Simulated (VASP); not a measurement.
Input of a VASP 6.6.1 run:

Contents of INCAR:

```
SYSTEM = WS2
ALGO     = Normal         ! electronic algorithm
EDIFF    = 1E-7           ! SCF threshold, eV
ENCUT    = 520            ! plane-wave cutoff, eV
ISIF     = 2              ! what is computed and relaxed
ISMEAR   = 0              ! smearing method
LASPH    = .True.         ! aspherical terms in the spheres
LCHARG   = .False.        ! write CHGCAR
LREAL    = .False.        ! projectors in reciprocal space
LWAVE    = .False.        ! write WAVECAR
NBANDS   = 35             ! bands
NELM     = 60             ! most SCF steps
PREC     = Accurate       ! precision mode
SIGMA    = 0.05           ! smearing width, eV
```

KPOINTS

```
k-points
0
Gamma
  12 12 4
  0 0 0
```

Contents of POSCAR:

```
WS2
1.0
    3.1799996605      0.0000000000      0.0000000000
   -1.5899998303      2.7539604900      0.0000000000
    0.0000000000      0.0000000000     12.5000000000
W S
2 4
Direct
    0.3333333333      0.6666666667      0.2500000000
    0.6666666667      0.3333333333      0.7500000000
    0.4276729660      0.7610062994      0.6200000000
    0.6666666667      0.3333333333      0.1200000000
    0.3333333333      0.6666666667      0.8800000000
    0.6666666667      0.3333333333      0.3800000000
```

Potentials or basis: VASP PAW LDA potentials, release 64 (W_sv, S).

Launch:

```console
$ cat potpaw_LDA.64/W_sv/POTCAR potpaw_LDA.64/S/POTCAR > POTCAR
$ mpirun -np 1 vasp_std > vasp.out
```

What does it give for the pressure?

-9.8 GPa.

Estimate the band gap on the k mesh.

0.88 eV (least direct gap 1.40 eV).

Forces on the atoms (eV/Å):
```
W    0.005  0.014  0.003
W    0.993  2.392  0.890
S   -0.869 -2.403  0.503
S   -0.002 -0.005  1.438
S   -0.133 -0.011 -1.392
S    0.006  0.013 -1.441
```

Caveat: the cell differs from its parent crystal (atom 3 (S) moved -0.300 Å towards its neighbour atom 3 (S) at 3.180 Å); the cell stands under tension; spin-orbit coupling is left out, which moves the levels of the heavy elements; forces of over 1 eV/Å act on the atoms, so gaps and moduli don't describe the material at rest. A k mesh can miss the band edges.
